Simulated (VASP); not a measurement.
Here is a VASP 6.6.1 calculation.

Contents of INCAR:

```
PREC = Accurate ; ENCUT = 600
EDIFF = 1E-6 ; ISMEAR = 0
SIGMA = 0.1 ; LREAL = F
LASPH = T ; NELM = 100
ALGO = Normal ; ISIF = 3
LWAVE = F ; LCHARG = F
GGA = PE ; IBRION = 2
NSW = 100 ; EDIFFG = -0.01
```

File KPOINTS:

```
regular mesh
0
Gamma
  12 12 4
```

POSCAR

```
Ge4S
1.0
    4.1694972308      0.0000000000      0.0000000000
   -2.0847486154      3.6108905229      0.0000000000
    0.0000000000      0.0000000000      8.5099288080
Ge S
4 1
Direct
    0.0000000000      0.0000000000      0.7363889554
    0.0000000000      0.0000000000      0.2636110446
    0.3333333333      0.6666666667      0.3523470613
    0.3333333333      0.6666666667      0.6476529387
    0.0000000000      0.0000000000      0.0000000000
```

Potentials or basis: VASP PAW PBE potentials, release 64 (Ge_d, S).

The run is started by

```console
$ cat potpaw_PBE.64/Ge_d/POTCAR potpaw_PBE.64/S/POTCAR > POTCAR
$ mpirun -np 1 vasp_std > vasp.out
```

Q: Predict the space group after relaxing (to 0.1 Å).

A: P-6m2 (No. 187).

Q: Predict the relaxed cell.

A: a = 4.146 Å, b = 4.146 Å, c = 8.559 Å, α = 90.00°, β = 90.00°, γ = 120.00°.

Q: Estimate the relaxed volume.

A: 25.48 Å³/atom.

The path:
```tsv
step	energy change (eV)	largest force (eV/Å)	pressure (GPa)	volume (Å³)
1	0.0000	0.2348	-0.33	128.12
2	-0.0054	0.0900	0.05	127.15
3	-0.0061	0.0039	0.33	126.57
4	-0.0077	0.0678	0.12	126.88
5	-0.0079	0.0487	0.17	126.79
6	-0.0083	0.0084	0.12	127.32
7	-0.0078	0.0289	-0.07	127.83
8	-0.0082	0.0061	-0.17	127.58
9	-0.0083	0.0040	-0.10	127.43
10	-0.0083	0.0074	0.09	127.38
11	-0.0083	0.0031	-0.13	127.41
12	-0.0083	0.0061	-0.03	127.39
```
